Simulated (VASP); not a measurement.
Set up this calculation in VASP 6.6.1, as the native input.

* Task: relaxation of cell and atoms
* Functional: PBE
* Potentials or basis: VASP PAW PBE potentials, release 64 (Cs_sv, H)
* Cutoff: 600 eV
* k mesh: 4 × 4 × 4
* Occupations: gaussian, width 0.1 eV
* Spin: no spin polarisation
* Dipole correction: no
* Further INCAR settings: ALGO = Normal; EDIFF = 1e-06; IBRION = 2; EDIFFG = -0.025; NSW = 80; ISIF = 3

The structure of CsH3 lies in POSCAR:

```
CsH3
1.0
   -4.2915582748     -0.0342671140      0.0754340387
   -2.2374062987     -2.0269561802      4.1697167446
   -2.1688720707      6.3529521458      4.3421757030
Cs H
2 6
Direct
    0.4912467848      0.7220582708      0.2686258233
    0.4620008839      0.1973742998      0.7694307394
    0.1051361984      0.3852565317      0.4120274684
    0.1456493775      0.7623288726      0.9186652846
    0.8831752567      0.2058858524      0.0609637180
    0.9103641515      0.6632639384      0.5580554362
   -0.0087235354      0.5090344730      0.4829755134
    1.0111508826      1.0547977613      0.0292560167
```

These files were run (other wordings do the same):

INCAR

```
SYSTEM = CsH3
ALGO = Normal
EDIFF = 1E-6
EDIFFG = -0.025
ENCUT = 600
GGA = PE
IBRION = 2
ISIF = 3
ISMEAR = 0
LASPH = .TRUE.
LCHARG = .FALSE.
LREAL = .FALSE.
LWAVE = .FALSE.
NELM = 80
NSW = 80
PREC = Accurate
SIGMA = 0.1
```

KPOINTS

```
k-points
0
G
  4 4 4
  0 0 0
```

Potentials or basis: VASP PAW PBE potentials, release 64 (Cs_sv, H).

Run with:

```console
$ cat potpaw_PBE.64/Cs_sv/POTCAR potpaw_PBE.64/H/POTCAR > POTCAR
$ mpirun -np 1 vasp_std > vasp.out
```

Results of the run:

```yaml
Relaxed_volume: 19.88 Å³/atom
Relaxed_cell: a = 4.284 Å, b = 5.281 Å, c = 8.029 Å, α = 77.08°, β = 74.75°, γ = 66.30°
Space_group_after_relaxing_to_0.1_Å: Cm (No. 8)
Energy_gained_by_relaxing: 87.9 meV/atom
Ionic_steps: 62
Pressure_after_relaxing: 0.0 GPa
Largest_force_after_relaxing: 0.021 eV/Å
Band_gap_on_the_k_mesh: 3.08 eV (least direct gap 3.22 eV)
```

Caveat: spin-orbit coupling is left out, which moves the levels of the heavy elements.

Run time: 70 min on 1 thread of Oxide Virtual Turin-like Processor, on a shared host, peak memory 0.35 GiB.
